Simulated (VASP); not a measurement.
# Ru2W (Fddd) in VASP: single point with PBE

Aim: the single point of Ru2W with PBE.

Everything below comes from runs of VASP 6.6.1. Logs are shortened: lines on timing, memory, paths and dates and some standing lists are left out, and cuts for length are marked.

## Step 1: The cell of the first run

It takes space group Fddd (No. 70, orthorhombic). Conventional cell: a = 4.933 Å, b = 8.015 Å, c = 9.035 Å, α = 90.00°, β = 90.00°, γ = 90.00°. Ru (site symmetry 2) has 5 W at 2.61 to 2.83 Å and 9 Ru at 2.69 to 3.26 Å within 3.4 Å. W (site symmetry 222) has 10 Ru at 2.61 to 2.83 Å and 4 W at 3.26 Å within 3.4 Å.

## Step 2: Single point, PBE

INCAR reads:

```
SYSTEM = Ru2W
  PREC = Accurate
  ENCUT = 520
  EDIFF = 1E-6
  ISMEAR = 0
  SIGMA = 0.1
  LREAL = .False.
  LASPH = .True.
  NELM = 80
  ALGO = Fast
  ISIF = 2
  LWAVE = .False.
  LCHARG = .False.
  GGA = PE
  NBANDS = 51
```

KPOINTS reads:

```
Automatic mesh
0
Gamma
  10 10 10
  0 0 0
```

POSCAR reads:

```
Ru2W
1.0
    0.0000000000      4.0077348261      4.5174507683
    2.4665842253      0.0000000000      4.5174507683
    2.4665842253      4.0077348261      0.0000000000
Ru W
4 2
Direct
    0.0756770220      0.4243229780      0.0756770220
    0.4243229780      0.0756770220      0.4243229780
    0.1743229780      0.8256770220      0.1743229780
    0.8256770220      0.1743229780      0.8256770220
    0.7500000000      0.7500000000      0.7500000000
    0.5000000000      0.5000000000      0.5000000000
```

Potentials or basis: VASP PAW PBE potentials, release 64 (Ru_pv, W_sv).

On the command line:

```bash
> cat potpaw_PBE.64/Ru_pv/POTCAR potpaw_PBE.64/W_sv/POTCAR > POTCAR
> mpirun -np 1 vasp_std > vasp.out
```

OUTCAR:

```text
SYSTEM = Ru2W
   PREC = Accurate
   ENCUT = 520
   EDIFF = 1E-6
   ISMEAR = 0
   LREAL = .False.
   LASPH = .True.
   NELM = 80
   ISIF = 2
   GGA = PE

 ion  position               nearest neighbor table
   1  0.076  0.424  0.076-   5 2.61   6 2.64   6 2.64   3 2.69   3 2.69   2 2.75   2 2.75   2 2.79
                             5 2.83   5 2.83   4 3.26   4 3.26   4 3.26   4 3.26
   2  0.424  0.076  0.424-   5 2.61   6 2.64   6 2.64   4 2.69   4 2.69   1 2.75   1 2.75   1 2.79
                             5 2.83   5 2.83   3 3.26   3 3.26   3 3.26   3 3.26
   3  0.174  0.826  0.174-   6 2.61   5 2.64   5 2.64   1 2.69   1 2.69   4 2.75   4 2.75   4 2.79
                             6 2.83   6 2.83   2 3.26   2 3.26   2 3.26   2 3.26
   4  0.826  0.174  0.826-   6 2.61   5 2.64   5 2.64   2 2.69   2 2.69   3 2.75   3 2.75   3 2.79
                             6 2.83   6 2.83   1 3.26   1 3.26   1 3.26   1 3.26
   5  0.750  0.750  0.750-   1 2.61   2 2.61   4 2.64   3 2.64   4 2.64   3 2.64   2 2.83   2 2.83
                             1 2.83   1 2.83   6 3.26   6 3.26   6 3.26   6 3.26
   6  0.500  0.500  0.500-   3 2.61   4 2.61   1 2.64   2 2.64   1 2.64   2 2.64   3 2.83   3 2.83
                             4 2.83   4 2.83   5 3.26   5 3.26   5 3.26   5 3.26

  LATTYP: Found a face centered orthorhombic cell.
 ALAT       =     4.9331684506
 B/A-ratio  =     1.6248116667
 C/A-ratio  =     1.8314601715

  Lattice vectors:

 A1 = (   0.0000000000,   4.0077348261,   4.5174507683)
 A2 = (   2.4665842253,   0.0000000000,   4.5174507683)
 A3 = (   2.4665842253,   4.0077348261,   0.0000000000)

Analysis of symmetry for initial positions (statically):
=====================================================================
 Subroutine PRICEL returns:
 Original cell was already a primitive cell.

 Routine SETGRP: Setting up the symmetry group for a
 face centered orthorhombic supercell.

 Subroutine GETGRP returns: Found  8 space group operations
 (whereof  4 operations were pure point group operations)
 out of a pool of  8 trial point group operations.

The static configuration has the point symmetry D_2 .
 The point group associated with its full space group is D_2h.

Analysis of symmetry for dynamics (positions and initial velocities):
=====================================================================
 Subroutine PRICEL returns:
 Original cell was already a primitive cell.

 Routine SETGRP: Setting up the symmetry group for a
 face centered orthorhombic supercell.

 Subroutine GETGRP returns: Found  8 space group operations
 (whereof  4 operations were pure point group operations)
 out of a pool of  8 trial point group operations.

The dynamic configuration has the point symmetry D_2 .
 The point group associated with its full space group is D_2h.

[... 116 lines left out ...]
   PSTRESS=    0.0 pullay stress
   NELECT =      84.0000    total number of electrons
   NUPDOWN=      -1.0000    fix difference up-down
   EMIN   =  10.00;   EMAX   =-10.00  energy-range for DOS
   EFERMI =   0.00;   METHOD = LEGACY
   ISMEAR =     0;   SIGMA  =   0.10  broadening in eV -4-tet -1-fermi 0-gaus
   EFERMI_NEDOS =   21; number of points for ismear=-14 and -15
   IALGO  =     68    algorithm
   IMIX   =      4    mixing-type and parameters
     AMIX     =   0.40;   BMIX     =  1.00
     AMIX_MAG =   1.60;   BMIX_MAG =  1.00
  volume/ion in A,a.u.               =      14.89       100.45
  Fermi-wavevector in a.u.,A,eV,Ry     =   1.603966  3.031056 35.003800  2.572707
  Thomas-Fermi vector in A             =   2.700545
   LORBIT       =      0    0 simple, 1 ext, 2 COOP (PROOUT), +10 PAW based schemes
   GGA     = PE    functional components
   LHFCALC =     F    Hartree Fock is set to
   AEXX    =    0.0000 exact exchange contribution
   IVDW    =     0    specifies the selected vdW correction
   LEPSILON=     F    determine dielectric tensor
   LRPA    =     F    only Hartree local field effects (RPA)
 non-spin polarized calculation
 RMM-DIIS sequential band-by-band and
 Gauss-broadening in eV      SIGMA  =   0.10
  energy-cutoff  :      520.00
  volume of cell :       89.31
 maximum number of plane-waves:      2423
 NGX is ok and might be reduce to    48
   NGX = 23   NGY = 19   NGZ = 17

 number of electron      84.0000008 magnetization

 Free energy of the ion-electron system (eV)
  ---------------------------------------------------
  ext. energy  EPLUGINS =         0.00000000
  ---------------------------------------------------
  free energy    TOTEN  =       -61.62246326 eV

  energy without entropy =      -61.58610760  energy(sigma->0) =      -61.60428543

 E-fermi :  11.6837     XC(G=0): -13.6909

 val. band max:       11.6827969124   @ k =  -0.4000   0.1000   0.3000
 cond. band min:      11.6844946078   @ k =   0.0000   0.0000   0.0000
 fundamental gap:      0.0016976954
 Fermi energy:        11.6837148501

 k-point     1 :       0.0000    0.0000    0.0000
  band No.  band energies     occupation
      1     -62.6464      2.00000
      2     -62.6356      2.00000
      3     -31.3414      2.00000
      4     -31.2200      2.00000
      5     -31.1816      2.00000
      6     -31.1795      2.00000
[... 1285 lines left out ...]
     50      14.1948      0.00000
     51      14.3613      0.00000

 [... further k-points ...]

------------------------ aborting loop because EDIFF is reached ----------------------------------------

  FORCE on cell =-STRESS in cart. coord.  units (eV):
  Direction    XX          YY          ZZ          XY          YZ          ZX
  --------------------------------------------------------------------------------------
  -------------------------------------------------------------------------------------
  Total        0.1517153      0.2163923      0.2130054      0.0000000      0.0000000      0.0000000
  in kB        2.7215831      3.8818073      3.8210519      0.0000000      0.0000000      0.0000000
  external PRESSURE =       3.4748141 kB  Pullay stress =       0.0000000 kB

 VOLUME and BASIS-vectors are now :
 -----------------------------------------------------------------------------
  energy-cutoff  :      520.00
  volume of cell :       89.31
      direct lattice vectors                 reciprocal lattice vectors
     0.000000000  4.007734826  4.517450768    -0.202709478  0.124758753  0.110681892
     2.466584225  0.000000000  4.517450768     0.202709478 -0.124758753  0.110681892
     2.466584225  4.007734826  0.000000000     0.202709478  0.124758753 -0.110681892

 POSITION                                       TOTAL-FORCE (eV/Angst)
 -----------------------------------------------------------------------------------
      1.23329      0.60659      2.25873         0.000000      0.020479      0.000000
      1.23329      3.40115      2.25873         0.000000     -0.020479      0.000000
      2.46658      1.39728      4.51745         0.000000     -0.020479     -0.000000
      2.46658      6.61819      4.51745         0.000000      0.020479     -0.000000
      3.69988      6.01160      6.77618        -0.000000      0.000000     -0.000000
      2.46658      4.00773      4.51745         0.000000      0.000000      0.000000
 -----------------------------------------------------------------------------------
    total drift:                               -0.000000      0.000000     -0.000000

  FREE ENERGIE OF THE ION-ELECTRON SYSTEM (eV)
  ---------------------------------------------------
  free  energy   TOTEN  =       -61.6224632585 eV

  energy  without entropy=      -61.5861075985  energy(sigma->0) =      -61.60428543
```

stdout:

```text
POSCAR found type information on POSCAR RuW
 POSCAR found :  2 types and       6 ions
 scaLAPACK will be used
 LDA part: xc-table for (Slater+PW92), standard interpolation
 POSCAR, INCAR and KPOINTS ok, starting setup
 FFT: planning ... GRIDC
 FFT: planning ... GRID_SOFT
 FFT: planning ... GRID
 WAVECAR not read
 entering main loop
```

It took 7.6 min on 1 thread of Intel Xeon 6975P-C (Granite Rapids), shared host; peak memory 0.68 GiB.

Results:

```
Free energy            : -61.6225 eV
Pressure               : 0.3 GPa
Largest force          : 0.020 eV/Å
Band gap on the k mesh : zero (bands 42 and 43 overlap by 0.95 eV)
```

Forces on the atoms (eV/Å):
```
Ru   0.000  0.020  0.000
Ru   0.000 -0.020  0.000
Ru   0.000 -0.020  0.000
Ru   0.000  0.020  0.000
W    0.000  0.000  0.000
W    0.000  0.000  0.000
```

Caveat: spin-orbit coupling is left out, which moves the levels of the heavy elements.
